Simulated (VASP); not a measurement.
Runs of VASP 6.6.1 on Hg. The structure is that of space group P6_3/mmc (No. 194), or close to it. The cells are those of the table. 

```csv
task,potentials or basis,cell,k mesh,cutoff (eV),gap on the mesh (eV),pressure (GPa)
single point,"VASP PAW PBE potentials, release 64 (Hg_sv_GW)","a = 2.797, b = 2.797, c = 4.785 Å, angles 90.0, 90.0, 120.0°, 2 atoms",18 × 18 × 10,550,none,49.7
relaxation of cell and atoms,"VASP PAW PBE potentials, release 64 (Hg)","relaxed from a = 3.301, b = 3.301, c = 5.032 Å, angles 90.0, 90.0, 120.0°, 2 atoms",15 × 15 × 8,600,none,0.0
single point,"VASP PAW PBE potentials, release 64 (Hg_sv_GW)","a = 3.026, b = 3.026, c = 4.970 Å, angles 90.0, 90.0, 120.0°, 2 atoms",15 × 15 × 8,550,none,(a)
relaxation of cell and atoms,"VASP PAW PBE potentials, release 64 (Hg)","relaxed to 1 GPa from a = 3.290, b = 3.290, c = 5.016 Å, angles 90.0, 90.0, 120.0°, 2 atoms",15 × 15 × 8,600,none,1.0
relaxation of cell and atoms,"VASP PAW PBE potentials, release 64 (Hg)","relaxed to 90 GPa from a = 2.724, b = 2.724, c = 4.659 Å, angles 90.0, 90.0, 120.0°, 2 atoms",18 × 18 × 10,600,none,90.0
```

Alike in all rows: level PBEsol; no spin polarisation; smearing gaussian 0.1 eV.

**Question.** Fill in the values left out.

**Answer.** (a) 11.7.

Caveats: the PAW data sets were made with another functional, which shifts forces and pressure a little; spin-orbit coupling is left out, which moves the levels of the heavy elements; the cell stands under pressure (at least some runs); the cell is relaxed towards a set pressure, so the run minimises the enthalpy, not the energy (at least some runs).

A k mesh can miss the band edges, and the runs leave out spin-orbit coupling on Hg.

A gap of «none» marks levels without a gap at the run's occupations.

The runs don't all hold the same shells in valence.
